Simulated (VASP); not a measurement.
# Si (Pm-3n) in VASP: further runs

Si is run at these levels: LDA; tasks: single point, relaxation of cell and atoms.

Everything below comes from runs of VASP 6.6.1. Logs are shortened: lines on timing, memory, paths and dates and some standing lists are left out, and cuts for length are marked.

## Step 1: The cell of the first run

It takes space group Pm-3n (No. 223, cubic). Conventional cell: a = 4.851 Å, b = 4.851 Å, c = 4.851 Å, α = 90.00°, β = 90.00°, γ = 90.00°. Within 3.6 Å of Si (site symmetry m-3) lie 12 Si at 2.71 Å. Within 3.2 Å of Si (site symmetry -4m2) lie 14 Si at 2.43 to 2.97 Å.

## Step 2: Single point, LDA

INCAR reads:

```
  ALGO = Normal
  EDIFF = 1E-7
  ENCUT = 520
  ISIF = 2
  ISMEAR = -1
  LASPH = True
  LCHARG = False
  LREAL = False
  LWAVE = False
  NBANDS = 26
  NELM = 80
  PREC = Accurate
  SIGMA = 0.1
```

KPOINTS reads:

```
k-points
0
Gamma
  5 5 5
```

POSCAR reads:

```
Si
1.0
    4.8514778354      0.0000000000      0.0000000000
    0.0000000000      4.8514778354      0.0000000000
    0.0000000000      0.0000000000      4.8514778354
Si
8
Direct
    0.0000000000      0.0000000000      1.0000000000
    0.5000000000      0.5000000000      0.5000000000
    0.2500000000      1.0000000000      0.5000000000
    0.7500000000      1.0000000000      0.5000000000
    0.5000000000      0.2500000000      1.0000000000
    0.5000000000      0.7500000000      1.0000000000
    1.0000000000      0.5000000000      0.2500000000
    1.0000000000      0.5000000000      0.7500000000
```

Potentials or basis: VASP PAW LDA potentials, release 64 (Si).

On the command line:

```
cat potpaw_LDA.64/Si/POTCAR > POTCAR
mpirun -np 1 vasp_std > vasp.out
```

OUTCAR:

```text
EDIFF = 1E-7
   ENCUT = 520
   ISIF = 2
   ISMEAR = -1
   LASPH = True
   LREAL = False
   NELM = 80
   PREC = Accurate

 ion  position               nearest neighbor table
   1  0.000  0.000  0.000-   3 2.71   4 2.71   5 2.71   6 2.71   7 2.71   8 2.71   3 2.71   4 2.71
                             7 2.71   8 2.71   5 2.71   6 2.71
   2  0.500  0.500  0.500-   3 2.71   4 2.71   5 2.71   6 2.71   7 2.71   8 2.71   5 2.71   6 2.71
                             3 2.71   4 2.71   7 2.71   8 2.71
   3  0.250  0.000  0.500-   4 2.43   4 2.43   1 2.71   1 2.71   2 2.71   2 2.71   8 2.97   5 2.97
                             5 2.97   6 2.97   6 2.97   7 2.97   8 2.97   7 2.97
   4  0.750  0.000  0.500-   3 2.43   3 2.43   1 2.71   1 2.71   2 2.71   2 2.71   8 2.97   5 2.97
                             5 2.97   6 2.97   6 2.97   7 2.97   8 2.97   7 2.97
   5  0.500  0.250  0.000-   6 2.43   6 2.43   1 2.71   2 2.71   2 2.71   1 2.71   8 2.97   4 2.97
                             3 2.97   4 2.97   3 2.97   7 2.97   7 2.97   8 2.97
   6  0.500  0.750  0.000-   5 2.43   5 2.43   1 2.71   2 2.71   2 2.71   1 2.71   8 2.97   4 2.97
                             3 2.97   4 2.97   3 2.97   7 2.97   7 2.97   8 2.97
   7  0.000  0.500  0.250-   8 2.43   8 2.43   1 2.71   2 2.71   1 2.71   2 2.71   3 2.97   4 2.97
                             5 2.97   3 2.97   4 2.97   6 2.97   5 2.97   6 2.97
   8  0.000  0.500  0.750-   7 2.43   7 2.43   1 2.71   2 2.71   1 2.71   2 2.71   3 2.97   4 2.97
                             5 2.97   3 2.97   4 2.97   6 2.97   5 2.97   6 2.97

  LATTYP: Found a simple cubic cell.
 ALAT       =     4.8514778354

  Lattice vectors:

 A1 = (   4.8514778354,   0.0000000000,   0.0000000000)
 A2 = (   0.0000000000,   4.8514778354,   0.0000000000)
 A3 = (   0.0000000000,   0.0000000000,   4.8514778354)

Analysis of symmetry for initial positions (statically):
=====================================================================
 Subroutine PRICEL returns:
 Original cell was already a primitive cell.

 Routine SETGRP: Setting up the symmetry group for a
 simple cubic supercell.

 Subroutine GETGRP returns: Found 48 space group operations
 (whereof 24 operations were pure point group operations)
 out of a pool of 48 trial point group operations.

The static configuration has the point symmetry T_h .
 The point group associated with its full space group is O_h .

Analysis of symmetry for dynamics (positions and initial velocities):
=====================================================================
 Subroutine PRICEL returns:
 Original cell was already a primitive cell.

 Routine SETGRP: Setting up the symmetry group for a
 simple cubic supercell.

 Subroutine GETGRP returns: Found 48 space group operations
 (whereof 24 operations were pure point group operations)
[... 110 lines left out ...]
   PSTRESS=    0.0 pullay stress
   NELECT =      32.0000    total number of electrons
   NUPDOWN=      -1.0000    fix difference up-down
   EMIN   =  10.00;   EMAX   =-10.00  energy-range for DOS
   EFERMI =   0.00;   METHOD = LEGACY
   ISMEAR =    -1;   SIGMA  =   0.10  broadening in eV -4-tet -1-fermi 0-gaus
   EFERMI_NEDOS =   21; number of points for ismear=-14 and -15
   IALGO  =     38    algorithm
   IMIX   =      4    mixing-type and parameters
     AMIX     =   0.40;   BMIX     =  1.00
     AMIX_MAG =   1.60;   BMIX_MAG =  1.00
  volume/ion in A,a.u.               =      14.27        96.32
  Fermi-wavevector in a.u.,A,eV,Ry     =   1.071316  2.024493 15.615640  1.147717
  Thomas-Fermi vector in A             =   2.207052
   LORBIT       =      0    0 simple, 1 ext, 2 COOP (PROOUT), +10 PAW based schemes
   GGA     = CA    functional components
   LHFCALC =     F    Hartree Fock is set to
   AEXX    =    0.0000 exact exchange contribution
   IVDW    =     0    specifies the selected vdW correction
   LEPSILON=     F    determine dielectric tensor
   LRPA    =     F    only Hartree local field effects (RPA)
 non-spin polarized calculation
  energy-cutoff  :      520.00
  volume of cell :      114.19
 maximum number of plane-waves:      3100
   NGX = 19   NGY = 19   NGZ = 19

 number of electron      32.0000009 magnetization

 Free energy of the ion-electron system (eV)
  ---------------------------------------------------
  ext. energy  EPLUGINS =         0.00000000
  ---------------------------------------------------
  free energy    TOTEN  =       -43.72888568 eV

  energy without entropy =      -43.60141857  energy(sigma->0) =      -43.66515213

 E-fermi :  10.2849     XC(G=0): -11.3115

 val. band max:       10.2765500325   @ k =   0.2000   0.2000   0.0000
 cond. band min:      10.3208577362   @ k =   0.2000   0.0000   0.0000
 fundamental gap:      0.0443077037
 Fermi energy:        10.2848782771

 k-point     1 :       0.0000    0.0000    0.0000
  band No.  band energies     occupation
      1      -4.2345      2.00000
      2       1.3194      2.00000
      3       1.3194      2.00000
      4       1.3632      2.00000
      5       2.3590      2.00000
      6       2.3590      2.00000
[... 279 lines left out ...]
     25      13.5117      0.00000
     26      13.8422      0.00000

------------------------ aborting loop because EDIFF is reached ----------------------------------------

  FORCE on cell =-STRESS in cart. coord.  units (eV):
  Direction    XX          YY          ZZ          XY          YZ          ZX
  --------------------------------------------------------------------------------------
  -------------------------------------------------------------------------------------
  Total        0.0289297      0.0289297      0.0289297      0.0000000      0.0000000     -0.0000000
  in kB        0.4059131      0.4059131      0.4059131      0.0000000      0.0000000     -0.0000000
  external PRESSURE =       0.4059131 kB  Pullay stress =       0.0000000 kB

 VOLUME and BASIS-vectors are now :
 -----------------------------------------------------------------------------
  energy-cutoff  :      520.00
  volume of cell :      114.19
      direct lattice vectors                 reciprocal lattice vectors
     4.851477835  0.000000000  0.000000000     0.206122760  0.000000000  0.000000000
     0.000000000  4.851477835  0.000000000     0.000000000  0.206122760  0.000000000
     0.000000000  0.000000000  4.851477835     0.000000000  0.000000000  0.206122760

 POSITION                                       TOTAL-FORCE (eV/Angst)
 -----------------------------------------------------------------------------------
      0.00000      0.00000      0.00000        -0.000000     -0.000000     -0.000000
      2.42574      2.42574      2.42574        -0.000000     -0.000000     -0.000000
      1.21287      0.00000      2.42574         0.000000      0.000000     -0.000000
      3.63861      0.00000      2.42574        -0.000000     -0.000000      0.000000
      2.42574      1.21287      0.00000         0.000000      0.000000     -0.000000
      2.42574      3.63861      0.00000        -0.000000     -0.000000      0.000000
      0.00000      2.42574      1.21287        -0.000000      0.000000     -0.000000
      0.00000      2.42574      3.63861         0.000000      0.000000     -0.000000
 -----------------------------------------------------------------------------------
    total drift:                               -0.000000     -0.000000     -0.000000

  FREE ENERGIE OF THE ION-ELECTRON SYSTEM (eV)
  ---------------------------------------------------
  free  energy   TOTEN  =       -43.7288856811 eV

  energy  without entropy=      -43.6014185693  energy(sigma->0) =      -43.66515213
```

Wall time 13 s (1 thread of AMD EPYC 9R45 (Zen 5), shared host); peak memory 0.14 GiB.

What came out:

```
Free energy            : -43.7289 eV
Pressure               : 0.0 GPa
Band gap on the k mesh : zero (band 16 reaches 10.80 eV, above the bottom of band 17 at 8.74 eV)
```

## Step 3: Single point, LDA

INCAR reads:

```
PREC = Accurate ; ENCUT = 520
EDIFF = 1E-6 ; ISMEAR = -1
SIGMA = 0.1 ; LREAL = False
LASPH = True ; NELM = 100
ALGO = Normal ; ISIF = 2
LWAVE = False ; LCHARG = True
LELF = True ; LVHAR = True
NBANDS = 26
```

KPOINTS reads:

```
Automatic mesh
0
Gamma
  7 7 7
```

POSCAR is that of step 2.

Potentials or basis: VASP PAW LDA potentials, release 64 (Si).

On the command line:

```
cat potpaw_LDA.64/Si/POTCAR > POTCAR
mpirun -np 1 vasp_std > vasp.out
```

It took 23 s on 1 thread of AMD EPYC 9R45 (Zen 5), shared host; peak memory 0.15 GiB.

The run converged. Its results:

```yaml
Free_energy: -43.6349 eV
Pressure: 0.2 GPa
Band_gap_on_the_k_mesh: zero (band 16 reaches 11.15 eV, above the bottom of band 17 at 8.75 eV)
```

Levels at points of the mesh, in eV from the Fermi level:
```
           k point  band 13  band 14  band 15  band 16  band 17  band 18  band 19  band 20
(0.00, 0.00, 0.00)    -2.80    -2.13    -2.13    -2.13    -1.60    -1.60    -1.60     1.01
```

## Step 4: Relaxation of cell and atoms, LDA

This run uses another cell than the first one, of 15.02 Å³/atom, 1.052 times its volume.

INCAR reads:

```
  ALGO = Normal
  EDIFF = 1E-6
  EDIFFG = -0.01
  ENCUT = 600
  GGA = CA
  IBRION = 2
  ISIF = 3
  ISMEAR = -1
  LASPH = True
  LCHARG = False
  LREAL = False
  LWAVE = False
  NELM = 100
  NSW = 80
  PREC = Accurate
  SIGMA = 0.1
```

KPOINTS reads:

```
k-points
0
Gamma
  5 5 5
```

POSCAR reads:

```
Si
1.0
    4.9341184017      0.0000000000      0.0000000000
    0.0000000000      4.9341184017      0.0000000000
    0.0000000000      0.0000000000      4.9341184017
Si
8
Direct
    0.0000000000      0.0000000000      0.0000000000
    0.5000000000      0.5000000000      0.5000000000
    0.2500000000      0.0000000000      0.5000000000
    0.7500000000      0.0000000000      0.5000000000
    0.5000000000      0.2500000000      0.0000000000
    0.5000000000      0.7500000000      0.0000000000
    0.0000000000      0.5000000000      0.2500000000
    0.0000000000      0.5000000000      0.7500000000
```

On the command line:

```
cat potpaw_LDA.64/Si/POTCAR > POTCAR
mpirun -np 1 vasp_std > vasp.out
```

Run time: 27 s. Hardware: 1 thread of AMD EPYC 9R45 (Zen 5), shared host; peak memory 0.16 GiB.

It converged, with:

```yaml
Free_energy: -43.7297 eV
Relaxed_volume: 14.28 Å³/atom
Relaxed_cell: a = 4.852 Å, b = 4.852 Å, c = 4.852 Å, α = 90.00°, β = 90.00°, γ = 90.00°
Space_group_after_relaxing_to_0.05_Å: Pm-3n (No. 223)
Energy_gained_by_relaxing: 9.8 meV/atom
Ionic_steps: 3
Pressure_after_relaxing: 0.0 GPa
Band_gap_on_the_k_mesh: zero (band 16 reaches 10.80 eV, above the bottom of band 17 at 8.74 eV)
```

The path:
```csv
step,energy change (eV),largest force (eV/Å),pressure (GPa),volume (Å³)
1,0.0000,0.0000,-4.12,120.12
2,-0.0773,0.0000,0.57,113.54
3,-0.0786,0.0000,0.01,114.25
```

Final structure:
```xyz
8
Lattice="4.8523 0.0000 0.0000 0.0000 4.8523 0.0000 0.0000 0.0000 4.8523" Properties=species:S:1:pos:R:3 pbc="T T T"
Si    0.0000    0.0000    0.0000
Si    2.4261    2.4261    2.4261
Si    1.2131    0.0000    2.4261
Si    3.6392    0.0000    2.4261
Si    2.4261    1.2131    0.0000
Si    2.4261    3.6392    0.0000
Si    0.0000    2.4261    1.2131
Si    0.0000    2.4261    3.6392
```

Levels at points of the mesh, in eV from the Fermi level:
| k point | band 13 | band 14 | band 15 | band 16 | band 17 | band 18 | band 19 | band 20 |
| --- | --- | --- | --- | --- | --- | --- | --- | --- |
| (0.00, 0.00, 0.00) | -2.74 | -2.07 | -2.07 | -2.07 | -1.54 | -1.54 | -1.54 | 1.07 |

## Step 5: Overview

| task | cell | k mesh | cutoff (eV) | gap on the mesh (eV) | pressure (GPa) |
| --- | --- | --- | --- | --- | --- |
| single point | a = 4.851 Å, 8 atoms | 5 × 5 × 5 | 520 | none | 0.0 |
| single point | a = 4.851 Å, 8 atoms | 7 × 7 × 7 | 520 | none | 0.2 |
| relaxation of cell and atoms | relaxed from a = 4.934 Å, 8 atoms | 5 × 5 × 5 | 600 | none | 0.0 |

Alike in all rows: level LDA; potentials or basis VASP PAW LDA potentials, release 64 (Si); no spin polarisation; smearing fermi-dirac 0.1 eV.

Total energies depend on the potentials used, so only differences within one code and one set of settings carry meaning.
